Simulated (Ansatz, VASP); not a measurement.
**One calculation of SiC, two programs**

Contents of INCAR:

```
ALGO = Normal
EDIFF = 1E-8
ENCUT = 520
GGA = PS
ISIF = 2
ISMEAR = -1
LASPH = True
LCHARG = False
LEFG = True
LREAL = False
LWAVE = False
NBANDS = 16
NELM = 100
PREC = Accurate
SIGMA = 0.08
```

File KPOINTS:

```
k-points
0
Gamma
  15 15 8
```

The input POSCAR:

```
SiC
1.0
    3.1363272130      0.0000000000      0.0000000000
   -1.5681636065      2.7161390411      0.0000000000
    0.0000000000      0.0000000000      5.1470055276
Si C
2 2
Direct
    0.3333333333      0.6666666667      0.0000000000
    0.6666666667      0.3333333333      0.5000000000
    0.3333333333      0.6666666667      0.3850000000
    0.6666666667      0.3333333333      0.8850000000
```

Input for Ansatz:

```yaml
crystal:
  lattice:
    - [3.136327213, 0.0, 0.0]
    - [-1.5681636065, 2.7161390411, 0.0]
    - [0.0, 0.0, 5.1470055276]
  atoms:
    - { symbol: Si, position: [0.3333333333, 0.6666666667, 0.0] }
    - { symbol: Si, position: [0.6666666667, 0.3333333333, 0.5] }
    - { symbol: C, position: [0.3333333333, 0.6666666667, 0.385] }
    - { symbol: C, position: [0.6666666667, 0.3333333333, 0.885] }
kpoints:
  mp_grid: { grid: [15, 15, 8] }
scf:
  occupations: { method: fermi_dirac, width: 0.08 }
hamiltonian:
  xc: pbesol
  pseudopotentials: { kind: all_electron, datasets: crystal }
output:
  forces: true
  stress: true
  eigenvalues: true
  efg: { contact_densities: true }
```

Change from the starting cell: volume scaled by 1.06, crystal datasets.

Alike in both runs: task electric field gradients; functional PBEsol; k mesh 15 × 15 × 8; occupations fermi-dirac, width 0.08 eV; no spin polarisation.

|  | VASP | Ansatz |
| --- | --- | --- |
| version | VASP 6.6.1 | Ansatz 0.2.0 |
| potentials or method | VASP PAW PBE potentials, release 64 (Si, C), cutoff 520 eV | all-electron PAW with datasets made for the crystal, scalar-relativistic |

Ansatz gave:

| Item | Value |
| --- | --- |
| pressure (GPa) | -11.4 |
| traceless stress, the component that is largest in VASP (GPa) | -1.78 |
| rms of the force components (eV/Å) | 0.380 |
| size of Vzz on the site where it differs most (V/Å²) | 15.3 |

**Question.** Which values does VASP return?

**Answer.** Pressure (GPa): -11.0; traceless stress, the component that is largest in VASP (GPa): -1.85; rms of the force components (eV/Å): 0.383; size of Vzz on the site where it differs most (V/Å²): 16.1.

VASP's potentials were made for PBE, not for PBEsol. Atom by atom the forces differ by 0.003 eV/Å (rms over components). Ansatz ran all-electron here, and VASP with PAW potentials.
